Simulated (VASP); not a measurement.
Write the native input for VASP 6.6.1 that does the following.

| Item | Value |
| --- | --- |
| Task | single point |
| Functional | PBEsol |
| Potentials or basis | VASP PAW PBE potentials, release 64 (Ga_d, Al, N) |
| Cutoff | 520 eV |
| k mesh | 2 × 2 × 2, shifted |
| Occupations | gaussian, width 0.02 eV |
| Spin | no spin polarisation |
| Dipole correction | no |
| Further INCAR settings | LREAL = Auto; ALGO = Normal; EDIFF = 1e-06; NBANDS = 101 |

The structure of Al17GaN18 (a cell with a defect) lies in POSCAR:

```
Al17GaN18
1.0
    4.6706711409      2.6966132405     -4.9836450386
    0.0000000000     -5.3932264810     -4.9836450386
   -4.6706711409      2.6966132405     -4.9836450386
Ga Al N
1 17 18
Direct
    0.0552617366      0.3885950699      0.0552617366
    0.0559315759      0.0552744282      0.3896647454
    0.3896647454      0.3892649092      0.7219410949
    0.7219410949      0.3892649092      0.3896647454
    0.3896647454      0.0552744282      0.0559315759
    0.0559315759      0.7229980788      0.7219410949
    0.3894473014      0.7227806347      0.3894473014
    0.7226006657      0.0559339990      0.7226006657
    0.7219410949      0.7229980788      0.0559315759
    0.7768957417      0.1102290751      0.1116151824
    0.7783356380      0.7782382710      0.4449049376
    0.1116151824      0.1102290751      0.7768957417
    0.4449049376      0.1116689713      0.4449049376
    0.1119084811      0.7791362746      0.1119084811
    0.7768957417      0.4449485157      0.7768957417
    0.1119084811      0.4452418144      0.4458029413
    0.4449049376      0.7782382710      0.7783356380
    0.4458029413      0.4452418144      0.1119084811
    0.9248533871      0.2581867204      0.9248533871
    0.9284923181      0.9290376695      0.2621007127
    0.2621007127      0.2618256514      0.5957043361
    0.5957043361      0.2618256514      0.2621007127
    0.2621007127      0.9290376695      0.9284923181
    0.9284923181      0.5954340461      0.5957043361
    0.2621283390      0.5954616724      0.2621283390
    0.5951877603      0.9285210937      0.5951877603
    0.5957043361      0.5954340461      0.9284923181
    0.9829121372      0.3162454705      0.3234527947
    0.9840149530      0.9835689372      0.6502356038
    0.3234527947      0.3162454705      0.9829121372
    0.6502356038      0.3173482863      0.6502356038
    0.3174754889      0.9842982871      0.3174754889
    0.9829121372      0.6567861280      0.9829121372
    0.3174754889      0.6508088222      0.6509649538
    0.6502356038      0.9835689372      0.9840149530
    0.6509649538      0.6508088222      0.3174754889
```

The input as run:

INCAR

```
  PREC = Accurate
  ENCUT = 520
  EDIFF = 1E-6
  ISMEAR = 0
  SIGMA = 0.02
  LREAL = Auto
  LASPH = T
  NELM = 100
  ALGO = Normal
  ISIF = 2
  LWAVE = F
  LCHARG = F
  GGA = PS
  NBANDS = 101
```

KPOINTS

```
Automatic mesh
0
Gamma
  2 2 2
  0.5 0.5 0.5
```

Potentials or basis: VASP PAW PBE potentials, release 64 (Ga_d, Al, N).

The run is started by

```console
$ cat potpaw_PBE.64/Ga_d/POTCAR potpaw_PBE.64/Al/POTCAR potpaw_PBE.64/N/POTCAR > POTCAR
$ mpirun -np 1 vasp_std > vasp.out
```

It gave:

* Pressure: 0.9 GPa
* Largest force: 0.010 eV/Å
* Band gap on the k mesh: 5.12 eV

Caveat: the PAW data sets were made with another functional, which shifts forces and pressure a little.

Run time: 6.7 min on 1 thread of AMD EPYC 7R13, on a shared host, peak memory 0.4 GiB.
